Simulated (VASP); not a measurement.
Crystal: TaC.

```
Ta C
1.0
     0.00000    2.22700    2.22700
     2.22700    0.00000    2.22700
     2.22700    2.22700    0.00000
Ta C
1 1
Direct
  0.00000 0.00000 0.00000
  0.50000 0.50000 0.50000
```

Base run:

```yaml
Program: VASP 6.6.1
Functional: revPBE
Potentials_or_basis: VASP PAW PBE potentials, release 64 (Ta_pv, C)
Cutoff: 600 eV
k_mesh: 10 × 10 × 10
Occupations: gaussian, width 0.05 eV
Spin: no spin polarisation
```

Its results: band gap on the k mesh zero (an odd number of electrons rules out a gap without spin polarisation); pressure 8.4 GPa.

Problem. The run is repeated on the same cell with these changes: functional from revPBE to PBE. What comes out?

Solution. Band gap on the k mesh zero (an odd number of electrons rules out a gap without spin polarisation); pressure 5.3 GPa.

PBE binds more tightly than revPBE, so the same cell stands under less pressure.

Caveats: the cell stands under pressure; spin-orbit coupling is left out, which moves the levels of the heavy elements; the PAW data sets were made with another functional, which shifts forces and pressure a little (at least some runs).
